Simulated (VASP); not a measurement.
A run of VASP 6.6.1 is set up as follows.

The input POSCAR:

```
Pb
1.0
    0.0000000000      2.4914113386      2.4914113386
    2.4914113386      0.0000000000      2.4914113386
    2.4914113386      2.4914113386      0.0000000000
Pb
1
Direct
    0.0000000000      0.0000000000      0.0000000000
```

INCAR.step1

```
ALGO = Normal
EDIFF = 1E-4
ENCUT = 520
GGA = PE
ISMEAR = -1
LASPH = T
LCHARG = F
LREAL = F
LWAVE = T
NBANDS = 13
NELM = 80
PREC = Accurate
SIGMA = 0.05
```

The input INCAR.step2:

```
ALGO = Normal
EDIFF = 1E-6
ENCUT = 520
ISIF = 2
ISMEAR = -1
ISTART = 1
LASPH = T
LCHARG = F
LMIXTAU = T
LREAL = F
LWAVE = F
METAGGA = R2SCAN
NBANDS = 13
NELM = 80
PREC = Accurate
SIGMA = 0.05
```

The input KPOINTS:

```
k-points
0
Gamma
  9 9 9
```

Potentials or basis: VASP PAW PBE potentials, release 64 (Pb_d).

Command:

```sh
$ cat potpaw_PBE.64/Pb_d/POTCAR > POTCAR
$ cp INCAR.step1 INCAR
$ mpirun -np 1 vasp_std > vasp.out
$ cp INCAR.step2 INCAR
$ mpirun -np 1 vasp_std > vasp.out
```

Problem. Estimate the band gap on the k mesh.

Solution. Zero (band 7 reaches 14.57 eV, above the bottom of band 8 at 5.40 eV).

Problem. Predict the pressure.

Solution. 0.1 GPa.

Caveat: the PAW data sets were made with another functional, which shifts forces and pressure a little; spin-orbit coupling is left out, which moves the levels of the heavy elements.
